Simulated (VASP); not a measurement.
Write the native input for VASP 6.6.1 that does the following.

* Task: relaxation of cell and atoms
* Functional: r2SCAN
* Potentials or basis: VASP PAW PBE potentials, release 64 (Bi_d, Te)
* Cutoff: 600 eV
* k mesh: 12 × 12 × 12
* Occupations: gaussian, width 0.1 eV
* Spin: no spin polarisation
* Dipole correction: no
* Further INCAR settings: ALGO = Normal; EDIFF = 1e-07; IBRION = 2; EDIFFG = -0.005; NSW = 100; ISIF = 3

Crystal: BiTe.

```
CELL_PARAMETERS angstrom
2.42271 1.39875 3.31729
-2.42271 1.39875 3.31729
0.00000 -2.79750 3.31729
ATOMIC_POSITIONS crystal
Bi 0.50000 0.50000 0.50000
Te 0.00000 0.00000 0.00000
```

These files were run (other wordings do the same):

POSCAR

```
BiTe
1.0
    2.4227077728      1.3987509848      3.3172919545
   -2.4227077728      1.3987509848      3.3172919545
    0.0000000000     -2.7975019696      3.3172919545
Bi Te
1 1
Direct
    0.5000000000      0.5000000000      0.5000000000
    0.0000000000      0.0000000000      0.0000000000
```

INCAR.step1

```
PREC = Accurate
ENCUT = 600
ISMEAR = 0
SIGMA = 0.1
LREAL = F
LASPH = T
NELM = 80
GGA = PE
ALGO = Normal
EDIFF = 1E-4
LWAVE = T
LCHARG = F
```

INCAR.step2

```
PREC = Accurate
ENCUT = 600
EDIFF = 1E-7
ISMEAR = 0
SIGMA = 0.1
LREAL = F
LASPH = T
NELM = 80
ALGO = Normal
ISIF = 3
LWAVE = F
LCHARG = F
METAGGA = R2SCAN
LMIXTAU = T
IBRION = 2
NSW = 100
EDIFFG = -0.005
ISTART = 1
```

KPOINTS

```
Automatic mesh
0
Gamma
  12 12 12
```

Potentials or basis: VASP PAW PBE potentials, release 64 (Bi_d, Te).

Command:

```console
$ cat potpaw_PBE.64/Bi_d/POTCAR potpaw_PBE.64/Te/POTCAR > POTCAR
$ cp INCAR.step1 INCAR
$ mpirun -np 1 vasp_std > vasp.out
$ cp INCAR.step2 INCAR
$ mpirun -np 1 vasp_std > vasp.out
```

Results of the run:

- Relaxed volume: 33.19 Å³/atom
- Relaxed cell: a = 4.314 Å, b = 4.314 Å, c = 4.314 Å, α = 67.99°, β = 67.99°, γ = 67.99°
- Space group after relaxing (to 0.1 Å): R-3m (No. 166)
- Energy gained by relaxing: 1.4 meV/atom
- Ionic steps: 9
- Pressure after relaxing: 0.0 GPa
- Band gap on the k mesh: zero (an odd number of electrons rules out a gap without spin polarisation)

Caveat: the PAW data sets were made with another functional, which shifts forces and pressure a little; spin-orbit coupling is left out, which moves the levels of the heavy elements.

Run time: 93 min on 1 thread of Oxide Virtual Turin-like Processor, on a shared host, peak memory 0.4 GiB.
